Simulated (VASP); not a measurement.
Input of a VASP 6.6.1 run:

The input INCAR:

```
PREC = Accurate ; ENCUT = 600
EDIFF = 1E-6 ; ISMEAR = 0
SIGMA = 0.05 ; LREAL = False
LASPH = True ; NELM = 60
ALGO = Normal ; ISIF = 3
LWAVE = False ; LCHARG = False
GGA = PS ; IBRION = 2
NSW = 80 ; EDIFFG = -0.01
```

KPOINTS

```
Automatic mesh
0
Gamma
  6 6 6
```

The input POSCAR:

```
Ca
1.0
    0.0000000000      2.7942000000      2.7942000000
    2.7942000000      0.0000000000      2.7942000000
    2.7942000000      2.7942000000      0.0000000000
Ca
1
Direct
    0.0000000000      0.0000000000      0.0000000000
```

Potentials or basis: VASP PAW PBE potentials, release 64 (Ca_sv).

Run with:

```console
$ cat potpaw_PBE.64/Ca_sv/POTCAR > POTCAR
$ mpirun -np 1 vasp_std > vasp.out
```

Problem. Predict the relaxed volume.

Solution. 40.24 Å³/atom.

Problem. What does it give for the band gap on the k mesh?

Solution. Zero (band 5 reaches 2.09 eV, above the bottom of band 6 at 1.97 eV).

Problem. Predict the space group after relaxing (to 0.05 Å).

Solution. Fm-3m (No. 225).

Problem. Estimate the relaxed cell.

Solution. a = 3.846 Å, b = 3.846 Å, c = 3.846 Å, α = 60.00°, β = 60.00°, γ = 60.00°.

The path:
```csv
step,energy change (eV),largest force (eV/Å),pressure (GPa),volume (Å³)
1,0.0000,0.0000,-1.31,43.63
2,-0.0128,0.0000,-0.52,41.42
3,-0.0148,0.0000,-0.01,40.24
```

Caveat: the PAW data sets were made with another functional, which shifts forces and pressure a little.
